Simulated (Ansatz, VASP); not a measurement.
**MgIn2N2 in VASP and in Ansatz**

INCAR

```
SYSTEM = MgIn2N2
PREC     = Accurate       ! precision mode
ENCUT    = 520            ! plane-wave cutoff, eV
EDIFF    = 1E-6           ! SCF threshold, eV
ISMEAR   = 0              ! smearing method
SIGMA    = 0.01           ! smearing width, eV
LREAL    = .FALSE.        ! projectors in reciprocal space
LASPH    = .TRUE.         ! aspherical terms in the spheres
NELM     = 80             ! most SCF steps
ALGO     = Normal         ! electronic algorithm
ISIF     = 2              ! what is computed and relaxed
LWAVE    = .FALSE.        ! write WAVECAR
LCHARG   = .FALSE.        ! write CHGCAR
NBANDS   = 27             ! bands
```

KPOINTS

```
Automatic mesh
0
G
  6 6 6
  0 0 0
```

The input POSCAR:

```
MgIn2N2
1.0
    1.6305739878      0.9414119431      7.5741706927
   -1.6305739878      0.9414119431      7.5741706927
    0.0000000000     -1.8828248616      7.5741706926
Mg In N
1 2 2
Direct
    0.0000000000      0.0000000000      0.0000000000
    0.4396585195      0.4396585195      0.4396585193
    0.5603414805      0.5603414805      0.5603414807
    0.2768541483      0.2768541483      0.2768541485
    0.7231458517      0.7231458517      0.7231458515
```

Input for Ansatz:

```yaml
crystal:
  lattice:
    - [1.6305739877759942, 0.9414119431092978, 7.574170692674508]
    - [-1.6305739877759808, 0.9414119431092985, 7.574170692674513]
    - [7.270500211471484e-15, -1.8828248616125476, 7.574170692561461]
  atoms:
    - { symbol: Mg, position: [-2.9953112421960024e-30, -3.7597411397484856e-30, -3.377524439010209e-30] }
    - { symbol: In, position: [0.4396585194905288, 0.4396585194905284, 0.4396585193219868] }
    - { symbol: In, position: [0.5603414805094719, 0.5603414805094713, 0.5603414806780113] }
    - { symbol: "N", position: [0.2768541483438667, 0.2768541483438664, 0.2768541484537295] }
    - { symbol: "N", position: [0.7231458516561333, 0.7231458516561325, 0.7231458515462676] }
kpoints:
  mp_grid:
    grid: [6, 6, 6]
hamiltonian:
  xc: lda
scf:
  max_iter: 200
  n_extra_bands: 12
  occupations:
    method: fixed
output:
  forces: true
  stress: true
```

Alike in both runs: task single point; functional LDA; k mesh 6 × 6 × 6; no spin polarisation.

```csv
,VASP,Ansatz
version,VASP 6.6.1,Ansatz 0.2.0
potentials or method,"VASP PAW LDA potentials, release 64 (Mg, In_d, N)","plane waves, PAW"
plane-wave cutoff (eV),520,420
occupations,"gaussian, width 0.01 eV",fixed
valence electrons in the cell,38,46
```

|  | VASP | Ansatz | Ansatz less VASP |
| --- | --- | --- | --- |
| pressure (GPa) | -0.1 | 0.1 | +0.24 |
| traceless stress, the component that is largest in VASP (GPa) | 0.11 | 0.09 | -0.028 |
| rms of the force components (eV/Å) | 0.038 | 0.024 | -0.0137 |

LDA's correlation is that of Perdew and Zunger in VASP and of Perdew and Wang (1992) in Ansatz. Atom by atom the forces differ by 0.020 eV/Å (rms over components). VASP's potentials hold 38 valence electrons a cell and Ansatz's 46, so a difference there can come from the potentials and not from the codes.
